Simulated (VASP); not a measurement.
Write the native input for VASP 6.6.1 that does the following.

```
Task                   : single point
Functional             : PBE
Potentials or basis    : VASP PAW PBE potentials, release 64 (Ti_sv, C, H)
Cutoff                 : 520 eV
k mesh                 : 2 × 2 × 2
Occupations            : methfessel-paxton, width 0.1 eV
Spin                   : no spin polarisation
Dipole correction      : no
Further INCAR settings : LREAL = Auto; ALGO = Normal; EDIFF = 1e-06; NBANDS = 150
```

The structure of Ti16HC16 (a cell with a defect) lies in POSCAR:

```
Ti16HC16
1.0
   -4.3323432200      4.3323432200      4.3323432200
    4.3323432200     -4.3323432200      4.3323432200
    4.3323432200      4.3323432200     -4.3323432200
Ti C H
16 16 1
Direct
    0.0003914100      0.0012176400      0.0056853100
    0.0049787300      0.2458878700      0.7496792400
   -0.0006747900      0.5002409600      0.5063322200
    0.0033613100      0.7265059000      0.2397643000
    0.2419703900     -0.0097771400      0.7411176200
    0.2605956000      0.2720751200      0.5072282200
    0.2423203500      0.4901050400      0.2383066400
    0.2431855200      0.7528882600     -0.0041008500
    0.4983169200      0.0011817400      0.5059911200
    0.5039265700      0.2455283300      0.2457405400
    0.5004629300      0.5014725100      0.0068245200
    0.5061634700      0.7473906800      0.7477860100
    0.7260423300     -0.0095867600      0.2334527200
    0.7427710000      0.2508577300     -0.0052943600
    0.7425944300      0.4916039900      0.7387455900
    0.7421699100      0.7527334400      0.4984268400
   -0.0018609400     -0.0013470000      0.5007517600
    0.0034908900      0.2428452400      0.2498466100
   -0.0019082400      0.4947765900     -0.0038846400
    0.0024706600      0.7442989400      0.7473413200
    0.2397857100     -0.0057430900      0.2430501400
    0.2485237900      0.2528865300     -0.0009308100
    0.2423669000      0.4963449300      0.7429625000
    0.2483795800      0.7530611500      0.4997348200
    0.4955218800     -0.0016316400     -0.0027897400
    0.5022675600      0.2447425800      0.7469807900
    0.5006681800      0.5009070000      0.4995850500
    0.5021325900      0.7442938700      0.2473096700
    0.7425172200     -0.0044309100      0.7414283500
    0.7478961000      0.2532023900      0.4991859600
    0.7421746400      0.4943202200      0.2413332800
    0.7500143400      0.7554866800      0.0033090400
    0.0010750500     -0.0069674800      0.3470056400
```

These files were run (other wordings do the same):

INCAR

```
SYSTEM = Ti16HC16
  ALGO = Normal
  EDIFF = 1E-6
  ENCUT = 520
  GGA = PE
  GGA_COMPAT = .False.
  ISIF = 2
  ISMEAR = 1
  LASPH = .True.
  LCHARG = .True.
  LELF = .True.
  LREAL = Auto
  LVHAR = .True.
  LWAVE = .False.
  NBANDS = 150
  NELM = 120
  PREC = Accurate
  SIGMA = 0.1
```

KPOINTS

```
k-points
0
Gamma
  2 2 2
  0 0 0
```

Potentials or basis: VASP PAW PBE potentials, release 64 (Ti_sv, C, H).

Command:

```sh
$ cat potpaw_PBE.64/Ti_sv/POTCAR potpaw_PBE.64/C/POTCAR potpaw_PBE.64/H/POTCAR > POTCAR
$ mpirun -np 1 vasp_std > vasp.out
```

It gave:

```
Pressure               : 3.6 GPa
Largest force          : 1.637 eV/Å
Band gap on the k mesh : zero (an odd number of electrons rules out a gap without spin polarisation)
```

Caveat: the k points lie up to 0.51 Å⁻¹ apart, too coarse for converged energies and pressures of a metal.

Wall time 17 min on 1 thread of Intel(R) Xeon(R) Platinum 8375C CPU @ 2.90GHz (Ice Lake), with other jobs on the host, peak memory 0.57 GiB.
